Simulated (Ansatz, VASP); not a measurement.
This is a calculation of BaTiO3 for VASP 6.6.1.

Contents of INCAR:

```
SYSTEM = BaTiO3
  PREC = Accurate
  ENCUT = 600
  EDIFF = 1E-6
  ISMEAR = -1
  SIGMA = 0.05
  LREAL = .False.
  LASPH = .True.
  NELM = 60
  ALGO = Normal
  ISIF = 3
  LWAVE = .False.
  LCHARG = .False.
  GGA = PS
  IVDW = 12
  IBRION = 2
  NSW = 60
  EDIFFG = -0.01
```

File KPOINTS:

```
Automatic mesh
0
Gamma
  7 7 7
  0 0 0
```

File POSCAR:

```
BaTiO3
1.0
    4.0060000000      0.0000000000      0.0000000000
    0.0000000000      4.0060000000      0.0000000000
    0.0000000000      0.0000000000      4.0060000000
Ba Ti O
1 1 3
Direct
    0.5000000000      0.5000000000      0.5000000000
    0.0000000000      0.0000000000      0.0000000000
    0.0000000000      0.0000000000      0.5000000000
    0.0000000000      0.5000000000      0.0000000000
    0.5000000000      0.0000000000      0.0000000000
```

Potentials or basis: VASP PAW PBE potentials, release 64 (Ba_sv, Ti_sv, O).

Command:

```sh
$ cat potpaw_PBE.64/Ba_sv/POTCAR potpaw_PBE.64/Ti_sv/POTCAR potpaw_PBE.64/O/POTCAR > POTCAR
$ mpirun -np 1 vasp_std > vasp.out
```

**Question.** Translate it to Ansatz 0.2.0. Potentials there: Ansatz PAW.

**Answer.** As run (the cutoff follows the program's own potentials):

File input.yaml:

```yaml
crystal:
  lattice:
    - [4.006, 0.0, 0.0]
    - [0.0, 4.006, 0.0]
    - [0.0, 0.0, 4.006]
  atoms:
    - { symbol: Ba, position: [0.5, 0.5, 0.5] }
    - { symbol: Ti, position: [0.0, 0.0, 0.0] }
    - { symbol: O, position: [0.0, 0.0, 0.5] }
    - { symbol: O, position: [0.0, 0.5, 0.0] }
    - { symbol: O, position: [0.5, 0.0, 0.0] }
hamiltonian:
  xc: pbesol
  pseudopotentials: { kind: paw }
  dispersion: d3bj
kpoints:
  mp_grid: { grid: [7, 7, 7] }
scf:
  occupations: { method: fermi_dirac, width: 0.05 }
output:
  forces: true
  stress: true
  eigenvalues: true
relax:
  f_tol: 0.01
  max_steps: 40
  cell: { stress_tol: 0.05 }
```

Potentials or basis: Ansatz PAW.

Command:

```console
$ ansatz run input.yaml --threads 1 --pin off --max-ram 3584MiB --backend cpu --events-out ev --progress --plain --runs-dir out
```

Both were run:

|  | VASP | Ansatz | Ansatz less VASP |
| --- | --- | --- | --- |
| gap on the k mesh at the Fermi level, each at its own relaxed structure (eV) | 1.83 | 1.91 | +0.080 |
| relaxed volume (Å³/atom) | 12.39 | 12.27 | -0.128 |
| relaxed cell length with the largest relative difference (Å) | 3.957 | 3.944 | -0.0137 |

VASP's potentials were made for PBE, not for PBEsol.

Spin-orbit coupling is off throughout. Noted on Ansatz's run: odd divisions of the mesh miss points on the zone boundary, where band edges often lie, so the gap on the mesh can be too wide; the plane-wave basis is chosen anew once the cell has moved, so the energies of steps on either side of that aren't comparable.
